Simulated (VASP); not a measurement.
Here is a VASP 6.6.1 calculation.

Contents of INCAR:

```
SYSTEM = Cs
PREC     = Accurate       ! precision mode
ENCUT    = 520            ! plane-wave cutoff, eV
EDIFF    = 1E-6           ! SCF threshold, eV
ISMEAR   = -1             ! smearing method
SIGMA    = 0.05           ! smearing width, eV
LREAL    = .False.        ! projectors in reciprocal space
LASPH    = .True.         ! aspherical terms in the spheres
NELM     = 60             ! most SCF steps
ALGO     = Fast           ! electronic algorithm
ISIF     = 2              ! what is computed and relaxed
LWAVE    = .False.        ! write WAVECAR
LCHARG   = .False.        ! write CHGCAR
GGA      = PS             ! functional
NBANDS   = 10             ! bands
```

KPOINTS

```
Automatic mesh
0
Gamma
  5 5 5
  0 0 0
```

File POSCAR:

```
Cs
1.0
   -0.0394833574      3.9483357400      3.9483357400
    3.9483357400     -0.0394833574      3.9483357400
    3.9088523826      3.9088523826      0.0000000000
Cs
1
Direct
    0.0000000000      0.0000000000      0.0000000000
```

Potentials or basis: VASP PAW PBE potentials, release 64 (Cs_sv).

Launch:

```bash
$ cat potpaw_PBE.64/Cs_sv/POTCAR > POTCAR
$ mpirun -np 1 vasp_std > vasp.out
```

Task: What does it give for the pressure?

Result: -0.2 GPa.

Caveat: the PAW data sets were made with another functional, which shifts forces and pressure a little.
